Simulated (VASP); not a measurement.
# W (a cell with a defect) in VASP: single point with PBE

Aim: the single point of W (a cell with a defect) with PBE.

Everything below comes from runs of VASP 6.6.1. Logs are shortened: lines on timing, memory, paths and dates and some standing lists are left out, and cuts for length are marked.

### 1 The cell of the first run

The cell holds a defect, 15 atoms: a = 6.320 Å, b = 6.320 Å, c = 6.320 Å, α = 90.00°, β = 90.00°, γ = 90.00°.

### 2 Single point, PBE

INCAR

```
SYSTEM = W
ALGO = Normal
EDIFF = 1E-6
ENCUT = 520
GGA = PE
ISIF = 2
ISMEAR = 0
LASPH = .True.
LCHARG = .False.
LREAL = Auto
LWAVE = .False.
NBANDS = 118
NELM = 80
PREC = Accurate
SIGMA = 0.15
```

KPOINTS

```
k-points
0
Gamma
  3 3 3
  0 0 0
```

POSCAR

```
W
1.0
    6.3200000000      0.0000000000      0.0000000000
    0.0000000000      6.3200000000      0.0000000000
    0.0000000000      0.0000000000      6.3200000000
W
15
Direct
   -0.2475762186      0.2475762186     -0.2475762186
    0.5000000000      0.0000000000      0.0000000000
    0.0000000000      0.5000000000      0.0000000000
    0.0000000000      0.0000000000      0.5000000000
    0.2475762186      0.2475762186      0.2475762186
    0.5000000000      0.5000000000      0.0000000000
    0.5000000000      0.0000000000      0.5000000000
    0.7524237814      0.2475762186      0.2475762186
    0.0000000000      0.5000000000      0.5000000000
    0.2475762186      0.7524237814      0.2475762186
    0.2475762186      0.2475762186      0.7524237814
    0.5000000000      0.5000000000      0.5000000000
    0.7524237814      0.7524237814      0.2475762186
    0.2475762186      0.7524237814      0.7524237814
    0.7524237814      0.7524237814      0.7524237814
```

Potentials or basis: VASP PAW PBE potentials, release 64 (W_sv).

On the command line:

```
cat potpaw_PBE.64/W_sv/POTCAR > POTCAR
mpirun -np 1 vasp_std > vasp.out
```

OUTCAR:

```text
SYSTEM = W
   EDIFF = 1E-6
   ENCUT = 520
   GGA = PE
   ISIF = 2
   ISMEAR = 0
   LASPH = .True.
   LREAL = Auto
   NELM = 80
   PREC = Accurate

 ion  position               nearest neighbor table
   1  0.752  0.248  0.752-   2 2.73   3 2.73   4 2.73   7 2.75   9 2.75   6 2.75  12 2.76  11 3.13
                             8 3.13  15 3.13  15 3.19   8 3.19  11 3.19
   2  0.500  0.000  0.000-   1 2.73   5 2.73   8 2.73  10 2.73  11 2.73  13 2.73  14 2.73  15 2.73
                             6 3.16   7 3.16   7 3.16   6 3.16
   3  0.000  0.500  0.000-   1 2.73   5 2.73   8 2.73  10 2.73  11 2.73  13 2.73  14 2.73  15 2.73
                             9 3.16   6 3.16   9 3.16   6 3.16
   4  0.000  0.000  0.500-   1 2.73   5 2.73   8 2.73  10 2.73  11 2.73  13 2.73  14 2.73  15 2.73
                             9 3.16   7 3.16   9 3.16   7 3.16
   5  0.248  0.248  0.248-   2 2.73   3 2.73   4 2.73   7 2.75   9 2.75   6 2.75  12 2.76  10 3.13
                            11 3.13   8 3.13  10 3.19  11 3.19   8 3.19
   6  0.500  0.500  0.000-   1 2.75   5 2.75   8 2.75  10 2.75  11 2.75  13 2.75  14 2.75  15 2.75
                             2 3.16   3 3.16  12 3.16  12 3.16   2 3.16   3 3.16
   7  0.500  0.000  0.500-   1 2.75   5 2.75   8 2.75  10 2.75  11 2.75  13 2.75  14 2.75  15 2.75
                             2 3.16   4 3.16  12 3.16   2 3.16  12 3.16   4 3.16
   8  0.752  0.248  0.248-   2 2.73   3 2.73   4 2.73   7 2.75   9 2.75   6 2.75  12 2.76   1 3.13
                             5 3.13  13 3.13  13 3.19   1 3.19   5 3.19
   9  0.000  0.500  0.500-   1 2.75   5 2.75   8 2.75  10 2.75  11 2.75  13 2.75  14 2.75  15 2.75
                             3 3.16   4 3.16  12 3.16   3 3.16   4 3.16  12 3.16
  10  0.248  0.752  0.248-   2 2.73   3 2.73   4 2.73   7 2.75   9 2.75   6 2.75  12 2.76   5 3.13
                            13 3.13  14 3.13  13 3.19  14 3.19   5 3.19
  11  0.248  0.248  0.752-   2 2.73   3 2.73   4 2.73   7 2.75   9 2.75   6 2.75  12 2.76   1 3.13
                             5 3.13  14 3.13   1 3.19  14 3.19   5 3.19
  12  0.500  0.500  0.500-   1 2.76   5 2.76   8 2.76  10 2.76  11 2.76  13 2.76  14 2.76  15 2.76
                             9 3.16   7 3.16   6 3.16   6 3.16   7 3.16   9 3.16
  13  0.752  0.752  0.248-   2 2.73   3 2.73   4 2.73   7 2.75   9 2.75   6 2.75  12 2.76  10 3.13
                             8 3.13  15 3.13  15 3.19   8 3.19  10 3.19
  14  0.248  0.752  0.752-   2 2.73   3 2.73   4 2.73   7 2.75   9 2.75   6 2.75  12 2.76  11 3.13
                            10 3.13  15 3.13  15 3.19  10 3.19  11 3.19
  15  0.752  0.752  0.752-   2 2.73   3 2.73   4 2.73   7 2.75   9 2.75   6 2.75  12 2.76   1 3.13
                            13 3.13  14 3.13  13 3.19   1 3.19  14 3.19

  LATTYP: Found a simple cubic cell.
 ALAT       =     6.3200000000

  Lattice vectors:

 A1 = (   6.3200000000,   0.0000000000,   0.0000000000)
 A2 = (   0.0000000000,   6.3200000000,   0.0000000000)
 A3 = (   0.0000000000,   0.0000000000,   6.3200000000)

Analysis of symmetry for initial positions (statically):
=====================================================================
 Subroutine PRICEL returns:
 Original cell was already a primitive cell.

 Routine SETGRP: Setting up the symmetry group for a
 simple cubic supercell.

 Subroutine GETGRP returns: Found 48 space group operations
 (whereof 48 operations were pure point group operations)
 out of a pool of 48 trial point group operations.

The static configuration has the point symmetry O_h .

Analysis of symmetry for dynamics (positions and initial velocities):
=====================================================================
 Subroutine PRICEL returns:
 Original cell was already a primitive cell.

 Routine SETGRP: Setting up the symmetry group for a
 simple cubic supercell.

 Subroutine GETGRP returns: Found 48 space group operations
 (whereof 48 operations were pure point group operations)
 out of a pool of 48 trial point group operations.

The dynamic configuration has the point symmetry O_h .

 Subroutine INISYM returns: Found 48 space group operations
 (whereof 48 operations are pure point group operations),
 and found     1 'primitive' translations

----------------------------------------------------------------------------------------

                                     Primitive cell

  volume of cell :     252.4360

  direct lattice vectors                    reciprocal lattice vectors
[... 56 lines left out ...]

  Length of vectors
     0.052742616  0.052742616  0.052742616

  Shift w.r.t. Gamma in fractional coordinates (k-lattice)
     0.000000000  0.000000000  0.000000000

 Subroutine IBZKPT returns following result:
 ===========================================

 Found      4 irreducible k-points:

 Following reciprocal coordinates:
            Coordinates               Weight
  0.000000  0.000000  0.000000      1.000000
  0.333333  0.000000  0.000000      6.000000
  0.333333  0.333333  0.000000     12.000000
  0.333333  0.333333  0.333333      8.000000
   k-points           NKPTS =      4   k-points in BZ     NKDIM =      4   number of bands    NBANDS=    118
   number of dos      NEDOS =    301   number of ions     NIONS =     15
   total plane-waves  NPLWV = 110592
   dimension x,y,z NGX =    48 NGY =   48 NGZ =   48
   dimension x,y,z NGXF=    96 NGYF=   96 NGZF=   96
   ions per type =              15
   NGX,Y,Z   is equivalent  to a cutoff of  12.63, 12.63, 12.63 a.u.
   NGXF,Y,Z  is equivalent  to a cutoff of  25.25, 25.25, 25.25 a.u.
 SYSTEM =  W
   PREC   = accura    normal or accurate (medium, high low for compatibility)
   ISTART =      0    job   : 0-new  1-cont  2-samecut
   ICHARG =      2    charge: 1-file 2-atom 10-const
   ISPIN  =      1    spin polarized calculation?
   LNONCOLLINEAR =      F non collinear calculations
   LSORBIT =      F    spin-orbit coupling
   LASPH  =      T    aspherical Exc in radial PAW
   ENCUT  =  520.0 eV  38.22 Ry    6.18 a.u.  11.75 11.75 11.75*2*pi/ulx,y,z
   NELM   =     80;   NELMIN=  2; NELMDL= -5     # of ELM steps
   EDIFF  = 0.1E-05   stopping-criterion for ELM
   LREAL  =      T    real-space projection
   EDIFFG = 0.1E-04   stopping-criterion for IOM
   NSW    =      0    number of steps for IOM
   IBRION =     -1    ionic relax: 0-MD 1-quasi-New 2-CG
   NFREE  =      0    steps in history (QN), initial steepest desc. (CG)
   ISIF   =      2    stress and relaxation
   ISYM   =      2    0-nonsym 1-usesym 2-fastsym
   POTIM  = 0.5000    time-step for ionic-motion
   TEBEG  =    0.0;   TEEND  =   0.0 temperature during run
   PSTRESS=    0.0 pullay stress
   NELECT =     210.0000    total number of electrons
   NUPDOWN=      -1.0000    fix difference up-down
   EMIN   =  10.00;   EMAX   =-10.00  energy-range for DOS
   EFERMI =   0.00;   METHOD = LEGACY
   ISMEAR =     0;   SIGMA  =   0.15  broadening in eV -4-tet -1-fermi 0-gaus
   EFERMI_NEDOS =   21; number of points for ismear=-14 and -15
   IALGO  =     38    algorithm
   IMIX   =      4    mixing-type and parameters
     AMIX     =   0.40;   BMIX     =  1.00
     AMIX_MAG =   1.60;   BMIX_MAG =  1.00
  volume/ion in A,a.u.               =      16.83       113.57
  Fermi-wavevector in a.u.,A,eV,Ry     =   1.539681  2.909576 32.254225  2.370619
  Thomas-Fermi vector in A             =   2.645875
   LORBIT       =      0    0 simple, 1 ext, 2 COOP (PROOUT), +10 PAW based schemes
   GGA     = PE    functional components
   LHFCALC =     F    Hartree Fock is set to
   AEXX    =    0.0000 exact exchange contribution
   IVDW    =     0    specifies the selected vdW correction
   LEPSILON=     F    determine dielectric tensor
   LRPA    =     F    only Hartree local field effects (RPA)
 non-spin polarized calculation
 Gauss-broadening in eV      SIGMA  =   0.15
  energy-cutoff  :      520.00
  volume of cell :      252.44
 maximum number of plane-waves:      6859
 NGX is ok and might be reduce to    48
   NGX = 23   NGY = 23   NGZ = 23

 number of electron     210.0000003 magnetization

 Free energy of the ion-electron system (eV)
  ---------------------------------------------------
  ext. energy  EPLUGINS =         0.00000000
  ---------------------------------------------------
  free energy    TOTEN  =      -190.89020916 eV

  energy without entropy =     -190.73403338  energy(sigma->0) =     -190.81212127

 E-fermi :  10.2433     XC(G=0): -13.2203

 val. band max:       10.1881165708   @ k =   0.0000   0.0000   0.0000
 cond. band min:      10.2504032075   @ k =   0.3333   0.3333   0.0000
 fundamental gap:      0.0622866366
 Fermi energy:        10.2433189040

 k-point     1 :       0.0000    0.0000    0.0000
  band No.  band energies     occupation
      1     -63.6471      2.00000
      2     -63.5712      2.00000
      3     -63.5712      2.00000
      4     -63.5712      2.00000
      5     -63.5620      2.00000
      6     -63.5620      2.00000
[... 469 lines left out ...]
    116      12.6300      0.00000
    117      12.6326      0.00000
 [bands above 117 left out]

------------------------ aborting loop because EDIFF is reached ----------------------------------------

  FORCE on cell =-STRESS in cart. coord.  units (eV):
  Direction    XX          YY          ZZ          XY          YZ          ZX
  --------------------------------------------------------------------------------------
  -------------------------------------------------------------------------------------
  Total       -0.0275770     -0.0275770     -0.0275770      0.0000000     -0.0000000      0.0000000
  in kB       -0.1750275     -0.1750275     -0.1750275      0.0000000     -0.0000000      0.0000000
  external PRESSURE =      -0.1750275 kB  Pullay stress =       0.0000000 kB

 VOLUME and BASIS-vectors are now :
 -----------------------------------------------------------------------------
  energy-cutoff  :      520.00
  volume of cell :      252.44
      direct lattice vectors                 reciprocal lattice vectors
     6.320000000  0.000000000  0.000000000     0.158227848  0.000000000  0.000000000
     0.000000000  6.320000000  0.000000000     0.000000000  0.158227848  0.000000000
     0.000000000  0.000000000  6.320000000     0.000000000  0.000000000  0.158227848

 POSITION                                       TOTAL-FORCE (eV/Angst)
 -----------------------------------------------------------------------------------
      4.75532      1.56468      4.75532         0.012280     -0.012280      0.012280
      3.16000      0.00000      0.00000         0.000000      0.000000      0.000000
      0.00000      3.16000      0.00000         0.000000      0.000000      0.000000
      0.00000      0.00000      3.16000         0.000000      0.000000      0.000000
      1.56468      1.56468      1.56468        -0.012280     -0.012280     -0.012280
      3.16000      3.16000      0.00000         0.000000      0.000000      0.000000
      3.16000      0.00000      3.16000         0.000000      0.000000      0.000000
      4.75532      1.56468      1.56468         0.012280     -0.012280     -0.012280
      0.00000      3.16000      3.16000         0.000000      0.000000      0.000000
      1.56468      4.75532      1.56468        -0.012280      0.012280     -0.012280
      1.56468      1.56468      4.75532        -0.012280     -0.012280      0.012280
      3.16000      3.16000      3.16000         0.000000      0.000000      0.000000
      4.75532      4.75532      1.56468         0.012280      0.012280     -0.012280
      1.56468      4.75532      4.75532        -0.012280      0.012280      0.012280
      4.75532      4.75532      4.75532         0.012280      0.012280      0.012280
 -----------------------------------------------------------------------------------
    total drift:                               -0.000000      0.000000      0.000000

  FREE ENERGIE OF THE ION-ELECTRON SYSTEM (eV)
  ---------------------------------------------------
  free  energy   TOTEN  =      -190.8902091584 eV

  energy  without entropy=     -190.7340333807  energy(sigma->0) =     -190.81212127
```

It took 3.1 min on 1 thread of Intel Xeon Platinum 8375C at 2.90GHz (Ice Lake), shared host; peak memory 0.35 GiB.

What came out:

| Property | Result |
| --- | --- |
| Free energy | -190.8902 eV |
| Pressure | 0.0 GPa |
| Largest force | 0.021 eV/Å |
| Band gap on the k mesh | zero (band 105 reaches 10.26 eV, above the bottom of band 106 at 10.25 eV) |

Forces on the atoms (eV/Å):
```
W    0.012 -0.012  0.012
W    0.000  0.000  0.000
W    0.000  0.000  0.000
W    0.000  0.000  0.000
W   -0.012 -0.012 -0.012
W    0.000  0.000  0.000
W    0.000  0.000  0.000
W    0.012 -0.012 -0.012
W    0.000  0.000  0.000
W   -0.012  0.012 -0.012
W   -0.012 -0.012  0.012
W    0.000  0.000  0.000
W    0.012  0.012 -0.012
W   -0.012  0.012  0.012
W    0.012  0.012  0.012
```

Levels at points of the mesh, in eV from the Fermi level:
```
           k point  band 101  band 102  band 103  band 104  band 105  band 106  band 107  band 108  band 109  band 110
(0.00, 0.00, 0.00)     -0.15     -0.15     -0.06     -0.06     -0.06      1.06      1.06      1.06      1.12      1.12
```

Caveat: spin-orbit coupling is left out, which moves the levels of the heavy elements.
